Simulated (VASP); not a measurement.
# H7C16F in VASP: notebook

H7C16F is run at these levels: PBE; tasks: single point.

All numbers are computed with VASP 6.6.1; they aren't measurements. Logs are shortened: lines on timing, memory, paths and dates and some standing lists are left out, and cuts for length are marked.

## (1) The cell of the first run

The cell holds a slab with vacuum, 24 atoms: a = 5.049 Å, b = 5.049 Å, c = 16.776 Å, α = 90.00°, β = 90.00°, γ = 60.00°.

## (2) Single point, PBE

INCAR reads:

```
SYSTEM = H7C16F
PREC = Accurate
ENCUT = 520
EDIFF = 1E-6
ISMEAR = 0
SIGMA = 0.05
LREAL = Auto
LASPH = .True.
NELM = 100
ALGO = Normal
ISIF = 2
LWAVE = .False.
LCHARG = .False.
GGA = PE
NBANDS = 57
```

KPOINTS reads:

```
regular mesh
0
Gamma
  3 3 1
  0 0 0
```

POSCAR reads:

```
H7C16F
1.0
    5.0487420000      0.0000000000      0.0000000000
    2.5243710000      4.3723390000      0.0000000000
    0.0000000000      0.0000000000     16.7764260000
H C F
7 16 1
Direct
    0.1666667848      0.1666666285      0.0596074516
    0.6666667848      0.1666666285      0.0596074516
    0.1666666285      0.6666667429      0.0596074516
    0.6666666285      0.6666667429      0.0596074516
    0.0032534353      0.4884033466      0.3454675626
    0.5100388366      0.4846504354      0.3454711987
    0.9641808290      0.0088460661      0.3633643423
    0.1666667848      0.1666666285      0.1251756483
    0.6666667848      0.1666666285      0.1251756483
    0.1666666285      0.6666667429      0.1251756483
    0.6666666285      0.6666667429      0.1251756483
   -0.1666666285      0.3333332571      0.1558904739
    0.3333333715      0.3333332571      0.1558904739
   -0.1666667848      0.8333333715      0.1558904739
    0.3333334133      0.8333333715      0.1558904739
   -0.1630573964      0.3258759213      0.2490092944
    0.3363048727      0.3274659170      0.2497194575
   -0.1624746619      0.8281931021      0.2525987359
    0.3341375015      0.8282989951      0.2529246098
    0.0022379696     -0.0046375636      0.2767024395
    0.5047056086     -0.0090091368      0.2649212055
    0.0026083750      0.4907162962      0.2798749865
    0.5064084800      0.4908914885      0.2799151023
    0.8853373162      0.0490515488      0.4240257728
```

Potentials or basis: VASP PAW PBE potentials, release 64 (H, C, F).

Started as:

```console
> cat potpaw_PBE.64/H/POTCAR potpaw_PBE.64/C/POTCAR potpaw_PBE.64/F/POTCAR > POTCAR
> mpirun -np 1 vasp_std > vasp.out
```

OUTCAR:

```text
SYSTEM = H7C16F
   PREC = Accurate
   ENCUT = 520
   EDIFF = 1E-6
   ISMEAR = 0
   LREAL = Auto
   LASPH = .True.
   NELM = 100
   ISIF = 2
   GGA = PE

 ion  position               nearest neighbor table
   1  0.167  0.167  0.060-   8 1.10
   2  0.667  0.167  0.060-   9 1.10
   3  0.167  0.667  0.060-  10 1.10
   4  0.667  0.667  0.060-  11 1.10
   5  0.003  0.488  0.345-  22 1.10
   6  0.510  0.485  0.345-  23 1.10
   7  0.964  0.009  0.363-  24 1.07  20 1.46
   8  0.167  0.167  0.125-   1 1.10  13 1.55  15 1.55  12 1.55
   9  0.667  0.167  0.125-   2 1.10  12 1.55  14 1.55  13 1.55
  10  0.167  0.667  0.125-   3 1.10  14 1.55  15 1.55  13 1.55
  11  0.667  0.667  0.125-   4 1.10  15 1.55  14 1.55  12 1.55
  12  0.833  0.333  0.156-   9 1.55   8 1.55  11 1.55  16 1.56
  13  0.333  0.333  0.156-   8 1.55   9 1.55  10 1.55  17 1.57
  14  0.833  0.833  0.156-  11 1.55   9 1.55  10 1.55  18 1.62
  15  0.333  0.833  0.156-  11 1.55   8 1.55  10 1.55  19 1.63
  16  0.837  0.326  0.249-  20 1.52  22 1.54  23 1.54  12 1.56
  17  0.336  0.327  0.250-  21 1.49  23 1.54  22 1.54  13 1.57
  18  0.838  0.828  0.253-  21 1.47  20 1.51  22 1.54  14 1.62
  19  0.334  0.828  0.253-  21 1.47  20 1.51  23 1.54  15 1.63
  20  0.002  0.995  0.277-   7 1.46  19 1.51  18 1.51  16 1.52
  21  0.505  0.991  0.265-  18 1.47  19 1.47  17 1.49
  22  0.003  0.491  0.280-   5 1.10  16 1.54  17 1.54  18 1.54
  23  0.506  0.491  0.280-   6 1.10  16 1.54  19 1.54  17 1.54
  24  0.885  0.049  0.424-   7 1.07

  LATTYP: Found a hexagonal cell.
 ALAT       =     5.0487421480
 C/A-ratio  =     3.3228922192

  Lattice vectors:

 A1 = (  -2.5243710000,  -4.3723390000,   0.0000000000)
 A2 = (   5.0487420000,   0.0000000000,   0.0000000000)
 A3 = (   0.0000000000,   0.0000000000,  16.7764260000)

Analysis of symmetry for initial positions (statically):
=====================================================================
 Subroutine PRICEL returns:
 Original cell was already a primitive cell.

 Routine SETGRP: Setting up the symmetry group for a
 hexagonal supercell.

 Subroutine GETGRP returns: Found  1 space group operations
 (whereof  1 operations were pure point group operations)
 out of a pool of 24 trial point group operations.

The static configuration has the point symmetry C_1 .

Analysis of symmetry for dynamics (positions and initial velocities):
=====================================================================
 Subroutine PRICEL returns:
 Original cell was already a primitive cell.

 Routine SETGRP: Setting up the symmetry group for a
 hexagonal supercell.

 Subroutine GETGRP returns: Found  1 space group operations
 (whereof  1 operations were pure point group operations)
 out of a pool of 24 trial point group operations.

The dynamic configuration has the point symmetry C_1 .

 Subroutine INISYM returns: Found  1 space group operations
 (whereof  1 operations are pure point group operations),
 and found     1 'primitive' translations

----------------------------------------------------------------------------------------

                                     Primitive cell

  volume of cell :     370.3364

  direct lattice vectors                    reciprocal lattice vectors
     5.048742000  0.000000000  0.000000000     0.198069143 -0.114355268  0.000000000
     2.524371000  4.372339000  0.000000000     0.000000000  0.228710537  0.000000000
     0.000000000  0.000000000 16.776426000     0.000000000  0.000000000  0.059607452

  length of vectors
     5.048742000  5.048742148 16.776426000     0.228710544  0.228710537  0.059607452

  position of ions in fractional coordinates (direct lattice)
     0.166666785  0.166666629  0.059607452
     0.666666785  0.166666629  0.059607452
     0.166666629  0.666666743  0.059607452
     0.666666629  0.666666743  0.059607452
     0.003253435  0.488403347  0.345467563
     0.510038837  0.484650435  0.345471199
[... 16 lines left out ...]
     0.506408480  0.490891488  0.279915102
     0.885337316  0.049051549  0.424025773

  ion indices of the primitive-cell ions
   primitive index   ion index
                 1           1
                 2           2
                 3           3
                 4           4
                 5           5
                 6           6
[... 16 lines left out ...]
                23          23
                24          24

----------------------------------------------------------------------------------------

 KPOINTS: regular mesh

Automatic generation of k-mesh.
 Grid dimensions read from file:
 generate k-points for:    3    3    1

 Generating k-lattice:

  Cartesian coordinates                     Fractional coordinates (reciprocal lattice)
     0.066023048 -0.038118423  0.000000000     0.333333333  0.000000000  0.000000000
     0.000000000  0.076236846  0.000000000     0.000000000  0.333333333  0.000000000
     0.000000000  0.000000000  0.059607452     0.000000000  0.000000000  1.000000000

  Length of vectors
     0.076236848  0.076236846  0.059607452

  Shift w.r.t. Gamma in fractional coordinates (k-lattice)
     0.000000000  0.000000000  0.000000000

 Subroutine IBZKPT returns following result:
 ===========================================

 Found      5 irreducible k-points:

 Following reciprocal coordinates:
            Coordinates               Weight
  0.000000  0.000000  0.000000      1.000000
  0.333333  0.000000  0.000000      2.000000
  0.333333  0.333333  0.000000      2.000000
  0.000000  0.333333  0.000000      2.000000
 -0.333333  0.333333  0.000000      2.000000
   k-points           NKPTS =      5   k-points in BZ     NKDIM =      5   number of bands    NBANDS=     57
   number of dos      NEDOS =    301   number of ions     NIONS =     24
   total plane-waves  NPLWV = 201600
   dimension x,y,z NGX =    40 NGY =   40 NGZ =  126
   dimension x,y,z NGXF=    80 NGYF=   80 NGZF=  252
   ions per type =               7  16   1
   NGX,Y,Z   is equivalent  to a cutoff of  13.17, 13.17, 12.49 a.u.
   NGXF,Y,Z  is equivalent  to a cutoff of  26.34, 26.34, 24.97 a.u.
 SYSTEM =  H7C16F
   PREC   = accura    normal or accurate (medium, high low for compatibility)
   ISTART =      0    job   : 0-new  1-cont  2-samecut
   ICHARG =      2    charge: 1-file 2-atom 10-const
   ISPIN  =      1    spin polarized calculation?
   LNONCOLLINEAR =      F non collinear calculations
   LSORBIT =      F    spin-orbit coupling
   LASPH  =      T    aspherical Exc in radial PAW
   ENCUT  =  520.0 eV  38.22 Ry    6.18 a.u.   9.39  9.39 31.19*2*pi/ulx,y,z
   NELM   =    100;   NELMIN=  2; NELMDL= -5     # of ELM steps
   EDIFF  = 0.1E-05   stopping-criterion for ELM
   LREAL  =      T    real-space projection
   EDIFFG = 0.1E-04   stopping-criterion for IOM
   NSW    =      0    number of steps for IOM
   IBRION =     -1    ionic relax: 0-MD 1-quasi-New 2-CG
   NFREE  =      0    steps in history (QN), initial steepest desc. (CG)
   ISIF   =      2    stress and relaxation
   ISYM   =      2    0-nonsym 1-usesym 2-fastsym
   POTIM  = 0.5000    time-step for ionic-motion
   TEBEG  =    0.0;   TEEND  =   0.0 temperature during run
   PSTRESS=    0.0 pullay stress
   NELECT =      78.0000    total number of electrons
   NUPDOWN=      -1.0000    fix difference up-down
   EMIN   =  10.00;   EMAX   =-10.00  energy-range for DOS
   EFERMI =   0.00;   METHOD = LEGACY
   ISMEAR =     0;   SIGMA  =   0.05  broadening in eV -4-tet -1-fermi 0-gaus
   EFERMI_NEDOS =   21; number of points for ismear=-14 and -15
   IALGO  =     38    algorithm
   IMIX   =      4    mixing-type and parameters
     AMIX     =   0.40;   BMIX     =  1.00
     AMIX_MAG =   1.60;   BMIX_MAG =  1.00
  volume/ion in A,a.u.               =      15.43       104.13
  Fermi-wavevector in a.u.,A,eV,Ry     =   0.974034  1.840658 12.908428  0.948743
  Thomas-Fermi vector in A             =   2.104462
   LORBIT       =      0    0 simple, 1 ext, 2 COOP (PROOUT), +10 PAW based schemes
   GGA     = PE    functional components
   LHFCALC =     F    Hartree Fock is set to
   AEXX    =    0.0000 exact exchange contribution
   IVDW    =     0    specifies the selected vdW correction
   LEPSILON=     F    determine dielectric tensor
   LRPA    =     F    only Hartree local field effects (RPA)
 non-spin polarized calculation
 Gauss-broadening in eV      SIGMA  =   0.05
  energy-cutoff  :      520.00
  volume of cell :      370.34
 maximum number of plane-waves:      9984
 NGX is ok and might be reduce to    40
   NGX = 19   NGY = 19   NGZ = 63

 number of electron      77.9999997 magnetization

 Free energy of the ion-electron system (eV)
  ---------------------------------------------------
  ext. energy  EPLUGINS =         0.00000000
  ---------------------------------------------------
  free energy    TOTEN  =      -172.22598915 eV

  energy without entropy =     -172.22598628  energy(sigma->0) =     -172.22598771

 E-fermi :  -0.7341     XC(G=0):  -5.1231

 val. band max:       -0.8786847307   @ k =  -0.3333   0.3333   0.0000
 cond. band min:      -0.5952533624   @ k =   0.0000   0.0000   0.0000
 fundamental gap:      0.2834313683
 Fermi energy:        -0.7340747734

 k-point     1 :       0.0000    0.0000    0.0000
  band No.  band energies     occupation
      1     -22.8030      2.00000
      2     -21.5603      2.00000
      3     -18.8008      2.00000
      4     -16.3960      2.00000
      5     -16.3540      2.00000
      6     -16.2677      2.00000
[... 43 lines left out ...]
     50       5.6549      0.00000
     51       5.7227      0.00000

 k-point     2 :       0.3333    0.0000    0.0000
  band No.  band energies     occupation
      1     -22.7998      2.00000
      2     -20.8976      2.00000
      3     -18.9212      2.00000
      4     -18.1590      2.00000
      5     -17.0530      2.00000
      6     -17.0270      2.00000
[... 43 lines left out ...]
     50       6.3087      0.00000
     51       6.4662      0.00000

 k-point     3 :       0.3333    0.3333    0.0000
  band No.  band energies     occupation
      1     -22.7998      2.00000
      2     -20.8980      2.00000
      3     -18.9191      2.00000
      4     -18.1579      2.00000
      5     -17.0533      2.00000
      6     -17.0307      2.00000
[... 43 lines left out ...]
     50       6.3031      0.00000
     51       6.4620      0.00000

 k-point     4 :       0.0000    0.3333    0.0000
  band No.  band energies     occupation
      1     -22.7995      2.00000
      2     -20.8973      2.00000
      3     -18.9243      2.00000
      4     -18.1698      2.00000
      5     -17.0378      2.00000
      6     -17.0202      2.00000
[... 43 lines left out ...]
     50       6.2531      0.00000
     51       6.5130      0.00000

 k-point     5 :      -0.3333    0.3333    0.0000
  band No.  band energies     occupation
      1     -22.7982      2.00000
      2     -19.8062      2.00000
      3     -19.4811      2.00000
      4     -19.4024      2.00000
      5     -16.9751      2.00000
      6     -16.9575      2.00000
[... 43 lines left out ...]
     50       6.5490      0.00000
     51       6.5676      0.00000
 [bands above 51 left out]

------------------------ aborting loop because EDIFF is reached ----------------------------------------

  FORCE on cell =-STRESS in cart. coord.  units (eV):
  Direction    XX          YY          ZZ          XY          YZ          ZX
  --------------------------------------------------------------------------------------
  -------------------------------------------------------------------------------------
  Total        1.9949964      0.6230165     -2.1953781     -0.0194967      0.0227407     -0.0603063
  in kB        8.6309033      2.6953407     -9.4978095     -0.0843481      0.0983826     -0.2609015
  external PRESSURE =       0.6094782 kB  Pullay stress =       0.0000000 kB

 VOLUME and BASIS-vectors are now :
 -----------------------------------------------------------------------------
  energy-cutoff  :      520.00
  volume of cell :      370.34
      direct lattice vectors                 reciprocal lattice vectors
     5.048742000  0.000000000  0.000000000     0.198069143 -0.114355268  0.000000000
     2.524371000  4.372339000  0.000000000     0.000000000  0.228710537  0.000000000
     0.000000000  0.000000000 16.776426000     0.000000000  0.000000000  0.059607452

 POSITION                                       TOTAL-FORCE (eV/Angst)
 -----------------------------------------------------------------------------------
      1.26219      0.72872      1.00000         0.016319     -0.037044     -0.128351
      3.78656      0.72872      1.00000        -0.015298     -0.038083     -0.123940
      2.52437      2.91489      1.00000        -0.002771      0.052072     -0.091169
      5.04874      2.91489      1.00000         0.003979      0.041959     -0.128007
      1.24934      2.13547      5.79571         0.000222     -0.002334      0.023860
      3.79849      2.11906      5.79577         0.000670     -0.003108      0.025782
[... 16 lines left out ...]
      3.79592      2.14634      4.69598        -0.003377      0.006184      0.016185
      4.59366      0.21447      7.11364        -0.040863      0.020385      0.128820
 -----------------------------------------------------------------------------------
    total drift:                               -0.003084      0.025362     -0.061084

  FREE ENERGIE OF THE ION-ELECTRON SYSTEM (eV)
  ---------------------------------------------------
  free  energy   TOTEN  =      -172.2259891464 eV

  energy  without entropy=     -172.2259862790  energy(sigma->0) =     -172.22598771
```

It took 3.5 min on 1 thread of Intel Xeon Platinum 8488C (Sapphire Rapids), shared host; peak memory 0.47 GiB.

Results:

```yaml
Free_energy: -172.2260 eV
Largest_force: 1.545 eV/Å
Band_gap_on_the_k_mesh: 0.28 eV, indirect (least direct gap 0.56 eV)
```

Forces in eV/Å, atoms in the order of the input:
```
H    0.016 -0.037 -0.128
H   -0.015 -0.038 -0.124
H   -0.003  0.052 -0.091
H    0.004  0.042 -0.128
H    0.000 -0.002  0.024
H    0.001 -0.003  0.026
H    0.036 -0.025 -0.154
C   -0.062  0.020  1.251
C    0.061  0.028  1.255
C    0.013 -0.044  1.544
C   -0.012 -0.098  1.176
C    0.002  0.050 -0.679
C   -0.004  0.062 -1.276
C   -0.220 -0.017 -1.470
C    0.226 -0.031 -1.456
C    0.000  0.008 -0.008
C    0.001  0.023  0.007
C    0.007 -0.014 -0.008
C   -0.013 -0.016 -0.006
C    0.000  0.006  0.069
C    0.001  0.005  0.015
C    0.002  0.003  0.017
C   -0.003  0.006  0.016
F   -0.041  0.020  0.129
```

Caveat: the k points lie up to 0.48 Å⁻¹ apart.

## (3) Single point, PBE

INCAR reads:

```
SYSTEM = H7C16F
ALGO     = Normal         ! electronic algorithm
EDIFF    = 1E-6           ! SCF threshold, eV
ENCUT    = 520            ! plane-wave cutoff, eV
GGA      = PE             ! functional
ISIF     = 2              ! what is computed and relaxed
ISMEAR   = 0              ! smearing method
LASPH    = .TRUE.         ! aspherical terms in the spheres
LCHARG   = .FALSE.        ! write CHGCAR
LREAL    = Auto         
LWAVE    = .FALSE.        ! write WAVECAR
NBANDS   = 57             ! bands
NELM     = 60             ! most SCF steps
PREC     = Accurate       ! precision mode
SIGMA    = 0.05           ! smearing width, eV
```

KPOINTS reads:

```
k-points
0
G
  3 3 1
  0 0 0
```

POSCAR reads:

```
H7C16F
1.0
    5.0487420000      0.0000000000      0.0000000000
    2.5243710000      4.3723390000      0.0000000000
    0.0000000000      0.0000000000     16.7764260000
H C F
7 16 1
Direct
    0.1666667848      0.1666666285      0.0596074516
    0.6666667848      0.1666666285      0.0596074516
    0.1666666285      0.6666667429      0.0596074516
    0.6666666285      0.6666667429      0.0596074516
    0.0036089279      0.4875065726      0.3454260162
    0.5103441784      0.4845392821      0.3454303080
    0.9704959421      0.0108068016      0.3635325546
    0.1666667848      0.1666666285      0.1251756483
    0.6666667848      0.1666666285      0.1251756483
    0.1666666285      0.6666667429      0.1251756483
    0.6666666285      0.6666667429      0.1251756483
   -0.1666666285      0.3333332571      0.1558904739
    0.3333333715      0.3333332571      0.1558904739
   -0.1666665867      0.8333333715      0.1558904739
    0.3333334133      0.8333333715      0.1558904739
   -0.1630505095      0.3259786124      0.2489107036
    0.3363688284      0.3273982187      0.2496691488
   -0.1624106586      0.8280995595      0.2526772985
    0.3343532243      0.8281064208      0.2529027935
    0.0023288955     -0.0047116658      0.2765994378
    0.5047401400     -0.0090884993      0.2649561355
    0.0027232493      0.4906291575      0.2798815433
    0.5065299280      0.4907032597      0.2799097376
    0.9027316380      0.0524387519      0.4248787555
```

Potentials or basis: VASP PAW PBE potentials, release 64 (H, C, F).

Started as:

```console
> cat potpaw_PBE.64/H/POTCAR potpaw_PBE.64/C/POTCAR potpaw_PBE.64/F/POTCAR > POTCAR
> mpirun -np 1 vasp_std > vasp.out
```

Run time: 3.6 min. Hardware: 1 thread of Intel Xeon Platinum 8488C (Sapphire Rapids), shared host; peak memory 0.46 GiB.

The run converged. Its results:

| Quantity | Value |
| --- | --- |
| Free energy | -172.2248 eV |
| Largest force | 1.541 eV/Å |
| Band gap on the k mesh | 0.28 eV, indirect (least direct gap 0.55 eV) |

Forces on the atoms (eV/Å):
```
H    0.016 -0.038 -0.127
H   -0.015 -0.039 -0.123
H   -0.003  0.053 -0.091
H    0.004  0.043 -0.127
H   -0.001  0.001  0.047
H    0.000 -0.001  0.046
H    0.018 -0.046 -0.159
C   -0.061  0.020  1.250
C    0.060  0.026  1.255
C    0.011 -0.044  1.541
C   -0.010 -0.096  1.173
C    0.004  0.057 -0.701
C   -0.002  0.066 -1.279
C   -0.220 -0.020 -1.468
C    0.226 -0.036 -1.458
C    0.000 -0.025  0.031
C   -0.002  0.017  0.022
C    0.016 -0.002 -0.001
C   -0.028  0.004 -0.003
C    0.017  0.019  0.053
C   -0.001  0.000  0.005
C    0.001 -0.002 -0.013
C    0.001  0.009 -0.012
F   -0.029  0.032  0.140
```

Levels at points of the mesh, in eV from the valence-band top:
```csv
k point,band 37,band 38,band 39,band 40,band 41,band 42
"(0.00, 0.00, 0.00)",-1.16,-1.15,-0.35,0.28,2.75,4.94
```

Caveat: the k points lie up to 0.48 Å⁻¹ apart.

(Continued in part 2 of 2.)
